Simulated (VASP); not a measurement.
Input of a VASP 6.6.1 run:

INCAR

```
SYSTEM = TiSi2
PREC = Accurate ; ENCUT = 520
EDIFF = 1E-6 ; ISMEAR = -1
SIGMA = 0.05 ; LREAL = .FALSE.
LASPH = .TRUE. ; NELM = 100
ALGO = Normal ; ISIF = 2
LWAVE = .FALSE. ; LCHARG = .FALSE.
GGA = PS ; NBANDS = 29
```

Contents of KPOINTS:

```
regular mesh
0
G
  7 7 6
  0 0 0
```

File POSCAR:

```
TiSi2
1.0
    1.6945008240     -6.4889102736      0.0000000000
    1.6945008240      6.4889102736      0.0000000000
    0.0000000000      0.0000000000      3.5651739700
Ti Si
2 4
Direct
    0.1031180800      0.8968819200      0.2500000000
    0.8968819200      0.1031180800      0.7500000000
    0.7503148200      0.2496851800      0.2500000000
    0.2496851800      0.7503148200      0.7500000000
    0.4417485500      0.5582514500      0.2500000000
    0.5582514500      0.4417485500      0.7500000000
```

Potentials or basis: VASP PAW PBE potentials, release 64 (Ti_sv, Si).

Command:

```console
$ cat potpaw_PBE.64/Ti_sv/POTCAR potpaw_PBE.64/Si/POTCAR > POTCAR
$ mpirun -np 1 vasp_std > vasp.out
```

Question: What does it give for the band gap on the k mesh?

Answer: Zero (bands 20 and 21 overlap by 1.12 eV).

Question: Estimate the largest force.

Answer: 0.477 eV/Å.

Forces on the atoms (eV/Å):
```
Ti   0.000  0.416  0.000
Ti   0.000 -0.416  0.000
Si   0.000 -0.231  0.000
Si   0.000  0.231  0.000
Si   0.000  0.477  0.000
Si   0.000 -0.477  0.000
```

Caveat: the PAW data sets were made with another functional, which shifts forces and pressure a little.
